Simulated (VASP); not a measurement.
The system is ZnS.

```
Zn S
1.0
     0.00000    2.69368    2.69368
     2.69368    0.00000    2.69368
     2.69368    2.69368    0.00000
Zn S
1 1
Cartesian
  0.0000 0.0000 0.0000
  4.0405 4.0405 4.0405
```

```yaml
Program: VASP 6.6.1
Task: relaxation of cell and atoms
Functional: PBE
Potentials_or_basis: VASP PAW PBE potentials, release 64 (Zn, S)
Cutoff: 600 eV
k_mesh: 10 × 10 × 10
Occupations: gaussian, width 0.02 eV
Spin: no spin polarisation
```

At the start: pressure 2.5 GPa; volume 19.55 Å³/atom.

Q: Where does the relaxation end?

A: Over 4 steps the energy falls by 4.9 meV/atom and the volume is 20.22 Å³/atom (+3.4 %); space group F-43m (No. 216, to 0.05 Å).

Step by step:
| step | energy change (eV) | largest force (eV/Å) | pressure (GPa) | volume (Å³) |
| --- | --- | --- | --- | --- |
| 1 | 0.0000 | 0.0000 | 2.51 | 39.09 |
| 2 | -0.0088 | 0.0000 | -0.73 | 40.85 |
| 3 | -0.0099 | 0.0000 | 0.07 | 40.40 |
| 4 | -0.0099 | 0.0000 | -0.03 | 40.44 |

Final structure:
```yaml
crystal:
  lattice:
    - [0.00000, 2.72431, 2.72431]
    - [2.72431, 0.00000, 2.72431]
    - [2.72431, 2.72431, 0.00000]
  atoms:
    - { symbol: Zn, position: [0.00000, 0.00000, 0.00000] }
    - { symbol: S, position: [0.75000, 0.75000, 0.75000] }
```
